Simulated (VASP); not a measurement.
Set up this calculation in VASP 6.6.1, as the native input.

```
Task                   : single point
Functional             : PBE
Potentials or basis    : VASP PAW PBE potentials, release 64 (Rb_sv)
Cutoff                 : 520 eV
k mesh                 : 9 × 9 × 9
Occupations            : fermi-dirac, width 0.08 eV
Spin                   : no spin polarisation
Dipole correction      : no
Further INCAR settings : ALGO = Normal; EDIFF = 1e-06; NBANDS = 16
```

The structure of Rb lies in POSCAR:

```
Rb
1.0
    0.0000000000      3.4318857484      3.4318857484
    3.4318857484      0.0000000000      3.4318857484
    3.4318857484      3.4318857484      0.0000000000
Rb
2
Direct
   -0.1250000000     -0.1250000000     -0.1250000000
    0.1250000000      0.1250000000      0.1250000000
```

These files were run (other wordings do the same):

INCAR

```
SYSTEM = Rb
ALGO = Normal
EDIFF = 1E-6
ENCUT = 520
GGA = PE
ISIF = 2
ISMEAR = -1
LASPH = .True.
LCHARG = .False.
LREAL = .False.
LWAVE = .False.
NBANDS = 16
NELM = 80
PREC = Accurate
SIGMA = 0.08
```

KPOINTS

```
k-points
0
Gamma
  9 9 9
  0 0 0
```

Potentials or basis: VASP PAW PBE potentials, release 64 (Rb_sv).

The run is started by

```console
$ cat potpaw_PBE.64/Rb_sv/POTCAR > POTCAR
$ mpirun -np 1 vasp_std > vasp.out
```

Results of the run:

```json
{
 "Pressure": "10.1 GPa",
 "Band gap on the k mesh": "zero (band 9 reaches 2.37 eV, above the bottom of band 10 at 2.31 eV)"
}
```

Run time: 53 s on 1 thread of Intel(R) Xeon(R) Platinum 8259CL CPU @ 2.50GHz (Skylake/Cascade Lake), with other jobs on the host, peak memory 0.21 GiB.
